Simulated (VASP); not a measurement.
The system is Li4TmGe.

```
Li Tm Ge
1.0
     3.50509   -3.56556    0.00000
     3.50509    3.56556    0.00000
     0.00000    0.00000    3.27636
Li Tm Ge
4 1 1
Direct
  0.69180 0.69180 0.00000
  0.79844 0.20156 0.50000
  0.20156 0.79844 0.50000
  0.30820 0.30820 0.00000
  0.50000 0.50000 0.50000
  0.00000 0.00000 0.00000
```

The cell was generated, and may not be a known phase.

```yaml
Program: VASP 6.6.1
Task: relaxation of cell and atoms
Functional: PBE
Potentials_or_basis: VASP PAW PBE potentials, release 64 (Li_sv, Tm_3, Ge_d), 4f in core
Cutoff: 750 eV
k_mesh: 3 × 3 × 5
Occupations: gaussian, width 0.2 eV
Spin: no spin polarisation
```

At the start: pressure 33.3 GPa; volume 13.65 Å³/atom.

Where does the relaxation end?

Over 13 steps the energy falls by 1134.1 meV/atom and the volume is 27.89 Å³/atom (+104.4 %); space group Cmmm (No. 65, to 0.1 Å) before and after.

Step by step:
```tsv
step	energy change (eV)	largest force (eV/Å)	pressure (GPa)	volume (Å³)
1	0.0000	2.3116	33.34	81.89
2	-5.0548	1.4740	8.17	120.21
3	-6.0301	1.2745	2.45	146.23
4	-5.7480	0.8987	-3.13	208.75
5	-6.2317	1.1185	-0.23	167.77
6	-6.2306	1.1314	-0.01	165.65
7	-6.3908	0.8833	-0.15	166.86
8	-6.5991	0.6299	-0.11	170.18
9	-6.6847	0.4374	-0.02	169.91
10	-6.7595	0.2450	0.22	169.26
11	-6.7900	0.1086	-0.38	171.59
12	-6.7907	0.0869	-0.47	171.95
13	-6.8044	0.0383	-0.06	167.36
```

Final structure:
```cif
data_structure
_symmetry_space_group_name_H-M 'P 1'
_symmetry_Int_Tables_number 1
_cell_length_a 6.2228
_cell_length_b 6.2228
_cell_length_c 4.3622
_cell_angle_alpha 90.000
_cell_angle_beta 90.000
_cell_angle_gamma 82.215
_cell_volume 167.36
loop_
_atom_site_label
_atom_site_type_symbol
_atom_site_fract_x
_atom_site_fract_y
_atom_site_fract_z
_atom_site_occupancy
Li1 Li 0.74293 0.74293 0.00000 1
Li2 Li 0.85818 0.14182 0.50000 1
Li3 Li 0.14182 0.85818 0.50000 1
Li4 Li 0.25707 0.25707 0.00000 1
Tm1 Tm 0.50000 0.50000 0.50000 1
Ge1 Ge 0.00000 0.00000 0.00000 1
```

Caveat: the k points lie up to 0.34 Å⁻¹ apart in the final cell, too coarse for converged energies and pressures of a metal; the volume moved by over 15 % at a fixed basis, so the end points are rough; the relaxation stopped at a loose force limit of 0.08 eV/Å, so its end isn't a converged minimum.
